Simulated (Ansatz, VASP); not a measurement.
## LiCl: VASP beside Ansatz

File INCAR:

```
SYSTEM = LiCl
ALGO = Normal ; EDIFF = 1E-6
ENCUT = 520 ; GGA = PE
ISIF = 2 ; ISMEAR = -1
LASPH = .TRUE. ; LCHARG = .FALSE.
LREAL = .FALSE. ; LWAVE = .FALSE.
NBANDS = 12 ; NELM = 80
PREC = Accurate ; SIGMA = 0.02
```

Contents of KPOINTS:

```
k-points
0
G
  8 8 8
  0 0 0
```

POSCAR

```
LiCl
1.0
    3.2711235254      0.0000000000      0.0000000000
    0.0000000000      3.2711235254      0.0000000000
    0.0000000000      0.0000000000      3.3669674447
Li Cl
1 1
Direct
    0.0000000000      0.0000000000      0.0000000000
    0.5000000000      0.5000000000      0.5000000000
```

Input for Ansatz:

```yaml
crystal:
  lattice:
    - [3.2711235254, 0.0, 0.0]
    - [0.0, 3.2711235254, 0.0]
    - [0.0, 0.0, 3.3669674447]
  atoms:
    - { symbol: Li, position: [0.0, 0.0, 0.0] }
    - { symbol: Cl, position: [0.5, 0.5, 0.5] }
kpoints:
  mp_grid: { grid: [8, 8, 8] }
  band_path:
    path: [[0.0, 0.0, 0.0], [0.0, 0.5, 0.0], [0.5, 0.5, 0.0], [0.5, 0.5, 0.5]]
    npoints: 1
hamiltonian:
  xc: pbe
scf:
  occupations: { method: fermi_dirac, width: 0.02 }
  n_extra_bands: 4
output:
  forces: true
  stress: true
  eigenvalues: true
  write_density: true
  write_potential: true
  elf: true
  volumetric_format: npy
```

Change from the starting cell: uniaxial_z strain +2.9%.

Alike in both runs: task single point; functional PBE; k mesh 8 × 8 × 8; occupations fermi-dirac, width 0.02 eV; no spin polarisation.

|  | VASP | Ansatz |
| --- | --- | --- |
| version | VASP 6.6.1 | Ansatz 0.2.0 |
| potentials or method | VASP PAW PBE potentials, release 64 (Li_sv, Cl) | plane waves, PAW |
| plane-wave cutoff (eV) | 520 | 420 |
| valence electrons in the cell | 10 | 10 |

|  | VASP | Ansatz | Ansatz less VASP |
| --- | --- | --- | --- |
| gap on the k mesh at the Fermi level (eV) | 4.23 | 4.22 | -0.013 |

Noted on VASP's run: the cutoff is under 1.25 times that of the potentials, so the pressure is a little rough.
